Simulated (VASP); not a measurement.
# MgCd2SeS2 (P4/mmm) in VASP: further runs

MgCd2SeS2 is run at these levels: PBE; tasks: relaxation of cell and atoms, single point.

All numbers are computed with VASP 6.6.1; they aren't measurements. Logs are shortened: lines on timing, memory, paths and dates and some standing lists are left out, and cuts for length are marked.

### Step 1. The cell of the first run

The structure is tetragonal, space group P4/mmm (No. 123). The conventional cell has a = 4.506 Å, b = 4.506 Å, c = 5.949 Å, α = 90.00°, β = 90.00°, γ = 90.00°. Mg (site symmetry 4/mmm) has 2 Se at 2.97 Å and 8 S at 3.46 Å and 8 Cd at 3.73 Å within 3.9 Å. Within 3.0 Å of Cd (site symmetry mmm) lie 2 Se at 2.25 Å and 4 S at 2.77 Å. Within 3.0 Å of Se (site symmetry 4/mmm) lie 4 Cd at 2.25 Å and 2 Mg at 2.97 Å. S (site symmetry 4mm) has 2 S at 2.72 to 3.23 Å and 4 Cd at 2.77 Å and 4 Mg at 3.46 Å and 4 Se at 3.57 Å within 3.6 Å.

The cell was built from a structure type or drawn by symmetry, and may not be a known phase.

### Step 2. Relaxation of cell and atoms, PBE

Contents of INCAR:

```
PREC = Accurate
ENCUT = 600
EDIFF = 1E-7
ISMEAR = 0
SIGMA = 0.1
LREAL = F
LASPH = T
NELM = 80
ALGO = Normal
ISIF = 3
LWAVE = F
LCHARG = F
GGA = PE
IBRION = 2
NSW = 90
EDIFFG = -0.04
```

Contents of KPOINTS:

```
Automatic mesh
0
Gamma
  4 4 4
```

Contents of POSCAR:

```
MgCd2SeS2
1.0
    4.5062786800      0.0000000000      0.0000000000
    0.0000000000      4.5062786800      0.0000000000
    0.0000000000      0.0000000000      5.9491166400
Mg Cd Se S
1 2 1 2
Direct
    0.0000000000      0.0000000000      0.0000000000
    0.0000000000      0.5000000000      0.5000000000
    0.5000000000      0.0000000000      0.5000000000
    0.0000000000      0.0000000000      0.5000000000
    0.5000000000      0.5000000000      0.7713990200
    0.5000000000      0.5000000000      0.2286009800
```

Potentials or basis: VASP PAW PBE potentials, release 64 (Mg, Cd, Se, S).

On the command line:

```bash
> cat potpaw_PBE.64/Mg/POTCAR potpaw_PBE.64/Cd/POTCAR potpaw_PBE.64/Se/POTCAR potpaw_PBE.64/S/POTCAR > POTCAR
> mpirun -np 1 vasp_std > vasp.out
```

OUTCAR:

```text
PREC = Accurate
   ENCUT = 600
   EDIFF = 1E-7
   ISMEAR = 0
   LREAL = F
   LASPH = T
   NELM = 80
   ISIF = 3
   GGA = PE
   IBRION = 2
   NSW = 90
   EDIFFG = -0.04

 ion  position               nearest neighbor table
   1  0.000  0.000  0.000-   4 2.97   4 2.97
   2  0.000  0.500  0.500-   4 2.25   4 2.25   6 2.77   5 2.77   5 2.77   6 2.77   3 3.19   3 3.19
                             3 3.19   3 3.19
   3  0.500  0.000  0.500-   4 2.25   4 2.25   6 2.77   5 2.77   6 2.77   5 2.77   2 3.19   2 3.19
                             2 3.19   2 3.19
   4  0.000  0.000  0.500-   2 2.25   3 2.25   2 2.25   3 2.25   1 2.97   1 2.97
   5  0.500  0.500  0.771-   6 2.72   3 2.77   2 2.77   3 2.77   2 2.77
   6  0.500  0.500  0.229-   5 2.72   3 2.77   2 2.77   3 2.77   2 2.77

  LATTYP: Found a simple tetragonal cell.
 ALAT       =     4.5062786800
 C/A-ratio  =     1.3201839173

  Lattice vectors:

 A1 = (   4.5062786800,   0.0000000000,   0.0000000000)
 A2 = (   0.0000000000,   4.5062786800,   0.0000000000)
 A3 = (   0.0000000000,   0.0000000000,   5.9491166400)

Analysis of symmetry for initial positions (statically):
=====================================================================
 Subroutine PRICEL returns:
 Original cell was already a primitive cell.

 Routine SETGRP: Setting up the symmetry group for a
 simple tetragonal supercell.

 Subroutine GETGRP returns: Found 16 space group operations
 (whereof 16 operations were pure point group operations)
 out of a pool of 16 trial point group operations.

The static configuration has the point symmetry D_4h.

Analysis of symmetry for dynamics (positions and initial velocities):
=====================================================================
 Subroutine PRICEL returns:
 Original cell was already a primitive cell.

 Routine SETGRP: Setting up the symmetry group for a
 simple tetragonal supercell.

 Subroutine GETGRP returns: Found 16 space group operations
 (whereof 16 operations were pure point group operations)
 out of a pool of 16 trial point group operations.

The dynamic configuration has the point symmetry D_4h.

 Subroutine INISYM returns: Found 16 space group operations
 (whereof 16 operations are pure point group operations),
 and found     1 'primitive' translations

----------------------------------------------------------------------------------------

                                     Primitive cell

  volume of cell :     120.8060

  direct lattice vectors                    reciprocal lattice vectors
     4.506278680  0.000000000  0.000000000     0.221912596  0.000000000  0.000000000
     0.000000000  4.506278680  0.000000000     0.000000000  0.221912596  0.000000000
     0.000000000  0.000000000  5.949116640     0.000000000  0.000000000  0.168092183

  length of vectors
     4.506278680  4.506278680  5.949116640     0.221912596  0.221912596  0.168092183

  position of ions in fractional coordinates (direct lattice)
     0.000000000  0.000000000  0.000000000
     0.000000000  0.500000000  0.500000000
     0.500000000  0.000000000  0.500000000
     0.000000000  0.000000000  0.500000000
     0.500000000  0.500000000  0.771399020
     0.500000000  0.500000000  0.228600980

  ion indices of the primitive-cell ions
   primitive index   ion index
                 1           1
                 2           2
                 3           3
                 4           4
                 5           5
                 6           6

----------------------------------------------------------------------------------------

 KPOINTS: Automatic mesh

Automatic generation of k-mesh.
 Grid dimensions read from file:
 generate k-points for:    4    4    4

 Generating k-lattice:

  Cartesian coordinates                     Fractional coordinates (reciprocal lattice)
     0.055478149  0.000000000  0.000000000     0.250000000  0.000000000  0.000000000
     0.000000000  0.055478149  0.000000000     0.000000000  0.250000000  0.000000000
     0.000000000  0.000000000  0.042023046     0.000000000  0.000000000  0.250000000

  Length of vectors
     0.055478149  0.055478149  0.042023046

  Shift w.r.t. Gamma in fractional coordinates (k-lattice)
     0.000000000  0.000000000  0.000000000

 Subroutine IBZKPT returns following result:
 ===========================================

 Found     18 irreducible k-points:

 Following reciprocal coordinates:
            Coordinates               Weight
  0.000000  0.000000  0.000000      1.000000
  0.250000  0.000000  0.000000      4.000000
  0.500000  0.000000  0.000000      2.000000
  0.250000  0.250000  0.000000      4.000000
  0.500000  0.250000  0.000000      4.000000
  0.500000  0.500000  0.000000      1.000000
[... 10 lines left out ...]
  0.500000  0.250000  0.500000      4.000000
  0.500000  0.500000  0.500000      1.000000
   k-points           NKPTS =     18   k-points in BZ     NKDIM =     18   number of bands    NBANDS=     26
   number of dos      NEDOS =    301   number of ions     NIONS =      6
   total plane-waves  NPLWV =  62208
   dimension x,y,z NGX =    36 NGY =   36 NGZ =   48
   dimension x,y,z NGXF=    72 NGYF=   72 NGZF=   96
   ions per type =               1   2   1   2
   NGX,Y,Z   is equivalent  to a cutoff of  13.28, 13.28, 13.41 a.u.
   NGXF,Y,Z  is equivalent  to a cutoff of  26.56, 26.56, 26.83 a.u.
 SYSTEM =  unknown system
   PREC   = accura    normal or accurate (medium, high low for compatibility)
   ISTART =      0    job   : 0-new  1-cont  2-samecut
   ICHARG =      2    charge: 1-file 2-atom 10-const
   ISPIN  =      1    spin polarized calculation?
   LNONCOLLINEAR =      F non collinear calculations
   LSORBIT =      F    spin-orbit coupling
   LASPH  =      T    aspherical Exc in radial PAW
   ENCUT  =  600.0 eV  44.10 Ry    6.64 a.u.   9.00  9.00 11.88*2*pi/ulx,y,z
   NELM   =     80;   NELMIN=  2; NELMDL= -5     # of ELM steps
   EDIFF  = 0.1E-06   stopping-criterion for ELM
   LREAL  =      F    real-space projection
   EDIFFG = -.4E-01   stopping-criterion for IOM
   NSW    =     90    number of steps for IOM
   IBRION =      2    ionic relax: 0-MD 1-quasi-New 2-CG
   NFREE  =      1    steps in history (QN), initial steepest desc. (CG)
   ISIF   =      3    stress and relaxation
   ISYM   =      2    0-nonsym 1-usesym 2-fastsym
   POTIM  = 0.5000    time-step for ionic-motion
   TEBEG  =    0.0;   TEEND  =   0.0 temperature during run
   PSTRESS=    0.0 pullay stress
   NELECT =      44.0000    total number of electrons
   NUPDOWN=      -1.0000    fix difference up-down
   EMIN   =  10.00;   EMAX   =-10.00  energy-range for DOS
   EFERMI =   0.00;   METHOD = LEGACY
   ISMEAR =     0;   SIGMA  =   0.10  broadening in eV -4-tet -1-fermi 0-gaus
   EFERMI_NEDOS =   21; number of points for ismear=-14 and -15
   IALGO  =     38    algorithm
   IMIX   =      4    mixing-type and parameters
     AMIX     =   0.40;   BMIX     =  1.00
     AMIX_MAG =   1.60;   BMIX_MAG =  1.00
  volume/ion in A,a.u.               =      20.13       135.87
  Fermi-wavevector in a.u.,A,eV,Ry     =   1.169130  2.209336 18.597332  1.366865
  Thomas-Fermi vector in A             =   2.305607
   LORBIT       =      0    0 simple, 1 ext, 2 COOP (PROOUT), +10 PAW based schemes
   GGA     = PE    functional components
   LHFCALC =     F    Hartree Fock is set to
   AEXX    =    0.0000 exact exchange contribution
   IVDW    =     0    specifies the selected vdW correction
   LEPSILON=     F    determine dielectric tensor
   LRPA    =     F    only Hartree local field effects (RPA)
 conjugate gradient relaxation of ions
 non-spin polarized calculation
 Gauss-broadening in eV      SIGMA  =   0.10
  energy-cutoff  :      600.00
  volume of cell :      120.81
 maximum number of plane-waves:      4056
   NGX = 19   NGY = 19   NGZ = 23

--------------------------------------- Ionic step        1  -------------------------------------------

 number of electron      44.0000019 magnetization

 Free energy of the ion-electron system (eV)
  ---------------------------------------------------
  ext. energy  EPLUGINS =         0.00000000
  ---------------------------------------------------
  free energy    TOTEN  =       -11.23644261 eV

  energy without entropy =      -11.21960781  energy(sigma->0) =      -11.22802521

 E-fermi :   4.6330     XC(G=0): -10.0454

 val. band max:        4.6237209331   @ k =   0.5000   0.2500   0.2500
 cond. band min:       4.6974501071   @ k =   0.5000   0.5000   0.2500
 fundamental gap:      0.0737291741
 Fermi energy:         4.6329750314

 k-point     1 :       0.0000    0.0000    0.0000
  band No.  band energies     occupation
      1     -12.3097      2.00000
      2      -8.9118      2.00000
      3      -7.1222      2.00000
      4      -5.7412      2.00000
      5      -5.2306      2.00000
      6      -5.1849      2.00000
[... 624 lines left out ...]
  FREE ENERGIE OF THE ION-ELECTRON SYSTEM (eV)
  ---------------------------------------------------
  free  energy   TOTEN  =       -14.3505218533 eV

  energy  without entropy=      -14.3292387806  energy(sigma->0) =      -14.33988032

[... ionic steps 4 to 11 ...]

--------------------------------------- Ionic step       12  -------------------------------------------

 number of electron      44.0000033 magnetization

------------------------ aborting loop because EDIFF is reached ----------------------------------------

  FORCE on cell =-STRESS in cart. coord.  units (eV):
  Direction    XX          YY          ZZ          XY          YZ          ZX
  --------------------------------------------------------------------------------------
  -------------------------------------------------------------------------------------
  Total       -0.1757660     -0.1757660     -0.1059827      0.0000000     -0.0000000      0.0000000
  in kB       -1.8643549     -1.8643549     -1.1241613      0.0000000     -0.0000000      0.0000000
  external PRESSURE =      -1.6176237 kB  Pullay stress =       0.0000000 kB
[... 65 lines left out ...]
  energy  without entropy=      -15.0753434673  energy(sigma->0) =      -15.07756920

--------------------------------------- Ionic step       14  -------------------------------------------

 number of electron      44.0000025 magnetization

 Free energy of the ion-electron system (eV)
  ---------------------------------------------------
  ext. energy  EPLUGINS =         0.00000000
  ---------------------------------------------------
  free energy    TOTEN  =       -15.08087245 eV

  energy without entropy =      -15.07659131  energy(sigma->0) =      -15.07873188

 E-fermi :   3.1096     XC(G=0):  -9.1072

 val. band max:        3.0242808516   @ k =   0.2500   0.0000   0.2500
 cond. band min:       3.2930757905   @ k =   0.2500   0.2500   0.2500
 fundamental gap:      0.2687949389
 Fermi energy:         3.1096034994

 k-point     1 :       0.0000    0.0000    0.0000
  band No.  band energies     occupation
      1     -11.7525      2.00000
      2     -10.5846      2.00000
      3      -7.7381      2.00000
      4      -5.9697      2.00000
      5      -5.8812      2.00000
      6      -5.8649      2.00000
[... 544 lines left out ...]
  FREE ENERGIE OF THE ION-ELECTRON SYSTEM (eV)
  ---------------------------------------------------
  free  energy   TOTEN  =       -15.0808724519 eV

  energy  without entropy=      -15.0765913083  energy(sigma->0) =      -15.07873188

 reached required accuracy - stopping structural energy minimisation
```

It took 16 min on 1 thread of Intel Xeon 8259CL, shared host; peak memory 0.3 GiB.

Results:

* Free energy: -15.0809 eV
* Relaxed volume: 25.03 Å³/atom
* Relaxed cell: a = 5.353 Å, b = 5.353 Å, c = 5.240 Å, α = 90.00°, β = 90.00°, γ = 90.00°
* Space group after relaxing (to 0.1 Å): P4/mmm (No. 123)
* Energy gained by relaxing: 640.7 meV/atom
* Ionic steps: 14
* Pressure after relaxing: 0.1 GPa
* Band gap on the k mesh: zero (bands 22 and 23 overlap by 2.00 eV)

The path:
```
step  energy change (eV)  largest force (eV/Å)  pressure (GPa)  volume (Å³)
   1              0.0000                0.6489           26.50       120.81
   2             -2.6751                0.0555           -5.64       187.44
   3             -3.1141                0.3166           -0.88       160.31
   4             -3.1159                0.3061           -1.53       162.73
   5             -3.1165                0.3108           -1.30       161.82
   6             -3.3469                0.1157           -0.89       158.16
   7             -3.8079                0.3040            1.55       146.03
   8             -3.8079                0.1981            0.64       148.55
   9             -3.8177                0.2571            1.08       147.25
  10             -3.8350                0.1882           -0.30       151.57
  11             -3.8361                0.2069           -0.04       150.70
  12             -3.8422                0.1087           -0.16       151.05
  13             -3.8434                0.0484           -0.23       151.29
  14             -3.8444                0.0001            0.13       150.17
```

Final structure:
```
Mg Cd Se S
1.0
     5.35345    0.00000    0.00000
     0.00000    5.35345    0.00000
     0.00000    0.00000    5.23973
Mg Cd Se S
1 2 1 2
Direct
  0.00000 0.00000 0.00000
  0.00000 0.50000 0.50000
  0.50000 0.00000 0.50000
  0.00000 0.00000 0.50000
  0.50000 0.50000 0.75653
  0.50000 0.50000 0.24347
```

Caveat: the volume moved by over 15 % at a fixed basis, so the end points are rough.

(Continued in part 2 of 2.)
